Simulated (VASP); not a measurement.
**Ti: relaxation of cell and atoms with LDA**

Ti:

```
Ti
1.0
     4.30782    0.00000    0.00000
    -2.15391    3.73068    0.00000
     0.00000    0.00000    2.67085
Ti
3
Direct
  0.00000 0.00000 0.00000
  0.33333 0.66667 0.50000
  0.66667 0.33333 0.50000
```

This isn't the form of Ti at room conditions, which is hcp.

```json
{
 "Program": "VASP 6.6.1",
 "Task": "relaxation of cell and atoms",
 "Functional": "LDA",
 "Potentials or basis": "VASP PAW LDA potentials, release 64 (Ti_sv)",
 "Cutoff": "600 eV",
 "k mesh": "9 × 9 × 12",
 "Occupations": "fermi-dirac, width 0.05 eV",
 "Spin": "no spin polarisation",
 "Target pressure": "17 GPa",
 "Dipole correction": "no",
 "Further INCAR settings": "ALGO = Normal; EDIFF = 1e-06; IBRION = 2; EDIFFG = -0.005; NSW = 60; ISIF = 3"
}
```

The relaxed volume is 14.17 Å³/atom and the relaxed cell is a = 4.280 Å, b = 4.280 Å, c = 2.679 Å, α = 90.00°, β = 90.00°, γ = 120.00°. The space group after relaxing (to 0.1 Å) is P6/mmm (No. 191), the energy change on relaxing (the run minimises the enthalpy) is +13.7 meV/atom and the ionic steps are 8. The pressure after relaxing is 17.0 GPa and the band gap on the k mesh is zero (bands 18 and 19 overlap by 0.54 eV).

Step by step:
```csv
step,energy change (eV),largest force (eV/Å),pressure (GPa),volume (Å³)
1,0.0000,0.0000,15.36,42.92
2,0.0955,0.0000,19.17,42.02
3,0.0466,0.0000,17.36,42.45
4,0.0452,0.0000,17.33,42.47
5,0.0379,0.0000,16.95,42.53
6,0.0382,0.0000,16.93,42.53
7,0.0384,0.0000,16.94,42.53
8,0.0412,0.0000,17.04,42.50
```

Final structure:
```yaml
crystal:
  lattice:
    - [4.28005, 0.00000, 0.00000]
    - [-2.14002, 3.70663, 0.00000]
    - [0.00000, 0.00000, 2.67891]
  atoms:
    - { symbol: Ti, position: [0.00000, 0.00000, 0.00000] }
    - { symbol: Ti, position: [0.33333, 0.66667, 0.50000] }
    - { symbol: Ti, position: [0.66667, 0.33333, 0.50000] }
```

Levels at points of the mesh, in eV from the Fermi level:
```tsv
k point	band 16	band 17	band 18	band 19	band 20	band 21
(0.00, 0.00, 0.00)	-0.68	-0.57	-0.57	0.05	0.82	1.50
(0.00, 0.00, 0.50)	-2.10	-2.10	-1.58	1.25	1.25	1.54
```

Wall time 7.1 min on 1 thread of Intel(R) Xeon(R) Platinum 8259CL CPU @ 2.50GHz (Skylake/Cascade Lake), with other jobs on the host, peak memory 0.21 GiB.

Caveat: the cell is relaxed towards a set pressure, so the run minimises the enthalpy, not the energy.
